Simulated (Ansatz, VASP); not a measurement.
# Ti3Al: VASP beside Ansatz

File INCAR:

```
PREC = Accurate ; ENCUT = 600
EDIFF = 1E-6 ; ISMEAR = 0
SIGMA = 0.1 ; LREAL = F
LASPH = T ; NELM = 60
ALGO = Fast ; ISIF = 3
LWAVE = F ; LCHARG = F
GGA = PE ; IBRION = 2
NSW = 100 ; EDIFFG = -0.01
```

The input KPOINTS:

```
regular mesh
0
Gamma
  12 12 12
```

The input POSCAR:

```
Ti3Al
1.0
    4.0502948873      0.0000000000      0.0000000000
    0.0000000000      4.0502948873      0.0000000000
    0.0000000000      0.0000000000      4.0502948873
Ti Al
3 1
Direct
    0.0000000000      0.5000000000      0.0000000000
    0.0000000000      0.0000000000      0.5000000000
    0.5000000000      0.0000000000      0.0000000000
    0.5000000000      0.5000000000      0.5000000000
```

Input for Ansatz:

```yaml
crystal:
  lattice:
    - [4.0502948873, 0.0, 0.0]
    - [0.0, 4.0502948873, 0.0]
    - [0.0, 0.0, 4.0502948873]
  atoms:
    - { symbol: Ti, position: [0.0, 0.5, 0.0] }
    - { symbol: Ti, position: [0.0, 0.0, 0.5] }
    - { symbol: Ti, position: [0.5, 0.0, 0.0] }
    - { symbol: Al, position: [0.5, 0.5, 0.5] }
basis:
  ecutwfc: 420
kpoints:
  mp_grid: { grid: [12, 12, 12] }
hamiltonian:
  xc: pbe
scf:
  occupations: { method: gaussian, width: 0.1 }
output:
  forces: true
  stress: true
  eigenvalues: true
  write_density: true
  write_potential: true
  elf: true
  volumetric_format: npy
relax:
  adjacent_minimum: "off"
  f_tol: 0.01
  max_steps: 80
  cell: { stress_tol: 0.05 }
```

Alike in both runs: task relaxation of cell and atoms; functional PBE; k mesh 12 × 12 × 12; occupations gaussian, width 0.1 eV; no spin polarisation.

|  | VASP | Ansatz |
| --- | --- | --- |
| version | VASP 6.6.1 | Ansatz 0.2.0 |
| potentials or method | VASP PAW PBE potentials, release 64 (Ti_sv, Al), cutoff 600 eV | scalar-relativistic, plane waves, PAW |
| valence electrons in the cell | 39 | 39 |

|  | VASP | Ansatz | Ansatz less VASP |
| --- | --- | --- | --- |
| gap on the k mesh at the Fermi level, each at its own relaxed structure (eV) | none | none | - |
| relaxed volume (Å³/atom) | 16.59 | 16.62 | +0.034 |
| relaxed cell length with the largest relative difference (Å) | 4.048 | 4.051 | +0.0027 |

A gap of «none» marks a metal or a gap that the smearing closes.
